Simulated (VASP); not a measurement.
Crystal: ZrB2.

```
CELL_PARAMETERS angstrom
3.14872 0.00000 0.00000
-1.57436 2.72688 0.00000
0.00000 0.00000 3.50929
ATOMIC_POSITIONS crystal
Zr 0.00000 0.00000 0.00000
B 0.66667 0.33333 0.50000
B 0.33333 0.66667 0.50000
```

Base run:

```yaml
Program: VASP 6.6.1
Functional: PBE
Dispersion: D3(BJ)
Potentials_or_basis: VASP PAW PBE potentials, release 64 (Zr_sv, B)
Cutoff: 520 eV
k_mesh: 10 × 10 × 8
Occupations: fermi-dirac, width 0.05 eV
Spin: no spin polarisation
```

Its results: band gap on the k mesh zero (band 9 reaches 11.34 eV, above the bottom of band 10 at 10.51 eV); pressure -0.4 GPa.

**Question.** The run is repeated on the same cell with these changes: dispersion from D3(BJ) to none. What comes out?

**Answer.** Band gap on the k mesh zero (band 9 reaches 11.34 eV, above the bottom of band 10 at 10.51 eV); pressure 6.0 GPa.

Dispersion adds attraction, which lowers the pressure at fixed volume and, as a term added to the energy, leaves the levels alone.

Caveats: pairwise dispersion overbinds metals, which lowers pressure and volume (some runs).
